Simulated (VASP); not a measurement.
A run of VASP 6.6.1 is set up as follows.

Contents of INCAR:

```
PREC = Accurate
ENCUT = 520
EDIFF = 1E-6
ISMEAR = 1
SIGMA = 0.05
LREAL = False
LASPH = True
NELM = 80
ALGO = Normal
ISIF = 2
LWAVE = False
LCHARG = False
GGA = PE
IVDW = 12
NBANDS = 16
```

The input KPOINTS:

```
Automatic mesh
0
Gamma
  12 12 4
```

The input POSCAR:

```
BN
1.0
    2.6815406787      0.0000000000      0.0000000000
   -1.3407703394      2.1703573356      0.0000000000
    0.0000000000      0.0000000000      6.5923998870
B N
2 2
Direct
   -0.1383014547      0.0000000000      0.5000000000
    0.4718745842      0.6666666667      0.0000000000
    0.1378735981      0.0000000000      0.0000000000
    0.5286080042      0.3333333333      0.5000000000
```

Potentials or basis: VASP PAW PBE potentials, release 64 (B, N).

Launch:

```sh
$ cat potpaw_PBE.64/B/POTCAR potpaw_PBE.64/N/POTCAR > POTCAR
$ mpirun -np 1 vasp_std > vasp.out
```

Q: Estimate the pressure.

A: -19.9 GPa.

Q: Estimate the band gap on the k mesh.

A: 3.20 eV, indirect (least direct gap 3.63 eV).

Q: Predict the largest force.

A: 0.520 eV/Å.

Q: Predict the dispersion energy per atom.

A: -0.133 eV.

Stress tensor (GPa, compression positive):
```
-51.57   0.41   0.00
  0.41  -9.22   0.00
  0.00   0.00   1.08
```

Caveat: the cell differs from its parent crystal (mode 4 frozen in at -0.347 Å, normal strain along x +0.0700). A k mesh can miss the band edges.
